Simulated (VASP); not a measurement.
A run of VASP 6.6.1:

INCAR

```
ALGO = Normal
EDIFF = 1E-6
ENCUT = 500
GGA = RE
GGA_COMPAT = F
ISIF = 2
ISMEAR = -1
LASPH = T
LCHARG = F
LREAL = F
LWAVE = F
NBANDS = 21
NELM = 120
PREC = Accurate
SIGMA = 0.05
```

The input KPOINTS:

```
k-points
0
Gamma
  7 7 7
```

Contents of POSCAR:

```
W
1.0
    0.0000000000      2.8539633303      2.8539633303
    2.8539633303      0.0000000000      2.8539633303
    2.8539633303      2.8539633303      0.0000000000
W
2
Direct
    1.0000000000      1.0000000000      1.0000000000
    0.2500000000      0.2500000000      0.2500000000
```

Potentials or basis: VASP PAW PBE potentials, release 64 (W_sv).

The run is started by

```sh
$ cat potpaw_PBE.64/W_sv/POTCAR > POTCAR
$ mpirun -np 1 vasp_std > vasp.out
```

Hardware: 1 thread of AMD EPYC 9R45 96-Core Processor (Zen 5), on a shared host.

Question: How long does it take, and how much memory?

Answer: It took 9 s on 1 thread of AMD EPYC 9R45 96-Core Processor (Zen 5) (shared host), peak memory 0.14 GiB. Counts: scf iterations 11, k points 20.
